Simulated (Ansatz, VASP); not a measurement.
CdO in VASP and in Ansatz

```
CELL_PARAMETERS angstrom
0.00000 2.27528 2.27528
2.27528 0.00000 2.27528
2.27528 2.27528 0.00000
ATOMIC_POSITIONS crystal
Cd 0.00000 0.00000 0.00000
O 0.50000 0.50000 0.50000
```

Alike in both runs: task single point; functional PBE; k mesh 6 × 6 × 6; no spin polarisation.

|  | VASP | Ansatz |
| --- | --- | --- |
| version | VASP 6.6.1 | Ansatz 0.2.0 |
| potentials or method | VASP PAW PBE potentials, release 64 (Cd, O), cutoff 600 eV | scalar-relativistic, plane waves, PAW |
| occupations | tetrahedron | tetrahedron-uncorrected |
| valence electrons in the cell | 18 | 26 |

VASP gave:

```
gap on the k mesh at the Fermi level (eV) : none
pressure (GPa)                            : 26.6
```

**Question.** Estimate Ansatz's values.

**Answer.** gap on the k mesh at the Fermi level (eV): none; pressure (GPa): 24.5.

A gap of «none» marks a metal or a gap that the smearing closes. VASP's potentials hold 18 valence electrons a cell and Ansatz's 26, so a difference there can come from the potentials and not from the codes. Ansatz's warnings: band table not solved further.

The k mesh is coarse, so the values compare programs but aren't converged.
